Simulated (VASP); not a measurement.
A run of VASP 6.6.1 is set up as follows.

The input INCAR:

```
PREC = Accurate ; ENCUT = 520
EDIFF = 1E-7 ; ISMEAR = -1
SIGMA = 0.05 ; LREAL = False
LASPH = True ; NELM = 80
ALGO = Normal ; ISIF = 2
LWAVE = False ; LCHARG = False
GGA = PE ; NBANDS = 13
```

KPOINTS

```
Automatic mesh
0
Gamma
  11 11 11
```

POSCAR

```
W
1.0
    0.0000000000      2.0698140295      2.0698140295
    2.0698140295      0.0000000000      2.0698140295
    2.0698140295      2.0698140295      0.0000000000
W
1
Direct
    0.0000000000      0.0000000000      0.0000000000
```

Potentials or basis: VASP PAW PBE potentials, release 64 (W_sv).

Command:

```sh
$ cat potpaw_PBE.64/W_sv/POTCAR > POTCAR
$ mpirun -np 1 vasp_std > vasp.out
```

Task: Estimate the band gap on the k mesh.

Result: Zero (band 7 reaches 11.75 eV, above the bottom of band 8 at 8.99 eV).

Task: Estimate the pressure.

Result: -18.4 GPa.

Caveat: spin-orbit coupling is left out, which moves the levels of the heavy elements.
